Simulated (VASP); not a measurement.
The system is SiC.

```
CELL_PARAMETERS angstrom
3.07600 0.00000 0.00000
-1.53800 2.66389 0.00000
0.00000 0.00000 5.04800
ATOMIC_POSITIONS crystal
Si 0.33333 0.66667 0.00000
Si 0.66667 0.33333 0.50000
C 0.33333 0.66667 0.38500
C 0.66667 0.33333 0.88500
```

```yaml
Program: VASP 6.6.1
Task: relaxation of cell and atoms
Functional: r2SCAN
Potentials_or_basis: VASP PAW PBE potentials, release 64 (Si, C)
Cutoff: 600 eV
k_mesh: 6 × 6 × 4
Occupations: gaussian, width 0.1 eV
Spin: no spin polarisation
```

At the start: pressure -0.2 GPa; volume 10.34 Å³/atom.

Problem. How do energy, volume and symmetry change on relaxing?

Solution. Over 4 steps the energy falls by 9.0 meV/atom and the volume is 10.31 Å³/atom (-0.3 %); space group P6_3mc (No. 186, to 0.05 Å).

The path:
| step | energy change (eV) | largest force (eV/Å) | pressure (GPa) | volume (Å³) |
| --- | --- | --- | --- | --- |
| 1 | 0.0000 | 0.7641 | -0.18 | 41.36 |
| 2 | -0.0055 | 0.6924 | 0.19 | 41.29 |
| 3 | -0.0339 | 0.0565 | -0.25 | 41.32 |
| 4 | -0.0362 | 0.0153 | 0.29 | 41.23 |

Final structure:
```
CELL_PARAMETERS angstrom
3.07074 0.00000 0.00000
-1.53537 2.65934 0.00000
0.00000 0.00000 5.04915
ATOMIC_POSITIONS crystal
Si 0.33333 0.66667 0.00473
Si 0.66667 0.33333 0.50473
C 0.33333 0.66667 0.38027
C 0.66667 0.33333 0.88027
```

Caveat: the PAW data sets were made with another functional, which shifts forces and pressure a little; the relaxation stopped at a loose force limit of 0.05 eV/Å, so its end isn't a converged minimum.
